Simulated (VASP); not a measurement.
Here is a VASP 6.6.1 calculation.

INCAR

```
SYSTEM = ScAl
PREC = Accurate
ENCUT = 520
EDIFF = 1E-6
ISMEAR = -1
SIGMA = 0.15
LREAL = .FALSE.
LASPH = .TRUE.
NELM = 80
ALGO = Normal
ISIF = 2
LWAVE = .FALSE.
LCHARG = .FALSE.
GGA = PS
NBANDS = 14
```

Contents of KPOINTS:

```
Automatic mesh
0
G
  12 12 12
  0 0 0
```

The input POSCAR:

```
ScAl
1.0
    3.3478901151      0.0000000000      0.0000000000
    0.0000000000      3.3478901151      0.0000000000
    0.0000000000      0.0000000000      3.3478901151
Sc Al
1 1
Direct
    0.5000000000      0.5000000000      0.5000000000
    0.0000000000      0.0000000000      0.0000000000
```

Potentials or basis: VASP PAW PBE potentials, release 64 (Sc_sv, Al).

The run is started by

```bash
$ cat potpaw_PBE.64/Sc_sv/POTCAR potpaw_PBE.64/Al/POTCAR > POTCAR
$ mpirun -np 1 vasp_std > vasp.out
```

(1) Predict the band gap on the k mesh.

(2) What does it give for the pressure?

## Answers

(1) zero (band 7 reaches 6.46 eV, above the bottom of band 8 at 5.27 eV).

(2) 0.1 GPa.

Caveat: the PAW data sets were made with another functional, which shifts forces and pressure a little.
